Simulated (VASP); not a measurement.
A run of VASP 6.6.1:

The input INCAR:

```
SYSTEM = SiO2
PREC = Accurate
ENCUT = 520
EDIFF = 1E-6
ISMEAR = -1
SIGMA = 0.05
LREAL = .FALSE.
LASPH = .TRUE.
NELM = 60
ALGO = Normal
ISIF = 2
LWAVE = .FALSE.
LCHARG = .TRUE.
GGA = PE
LELF = .TRUE.
LVHAR = .TRUE.
NBANDS = 44
```

KPOINTS

```
regular mesh
0
G
  7 7 7
  0 0 0
```

File POSCAR:

```
SiO2
1.0
    0.0000000000      4.7609926131      7.4275935519
    2.3793601894      0.0000000000      7.4275935519
    2.3793601894      4.7609926131      0.0000000000
Si O
4 8
Direct
    0.9368418726      0.9368418726      0.5631581274
    0.6868418726      0.6868418726      0.3131581274
    0.3131581274      0.3131581274      0.6868418726
    0.5631581274      0.5631581274      0.9368418726
    0.0637861406      0.4362138594      0.0637861406
    0.4362138594      0.0637861406      0.4362138594
    0.8137861406      0.1862138594      0.8137861406
    0.1862138594      0.8137861406      0.1862138594
    0.1250000000      0.6250000000      0.6250000000
    0.6250000000      0.6250000000      0.6250000000
    0.6250000000      0.6250000000      0.1250000000
    0.6250000000      0.1250000000      0.6250000000
```

Potentials or basis: VASP PAW PBE potentials, release 64 (Si, O).

Command:

```sh
$ cat potpaw_PBE.64/Si/POTCAR potpaw_PBE.64/O/POTCAR > POTCAR
$ mpirun -np 1 vasp_std > vasp.out
```

Hardware: 1 thread of Intel Xeon 8259CL, with other jobs on the host.

Estimate the wall time of this run.

Run time: 17 min on 1 thread of Intel Xeon 8259CL, on a shared host, peak memory 0.59 GiB. Counts: scf iterations 15, k points 64.
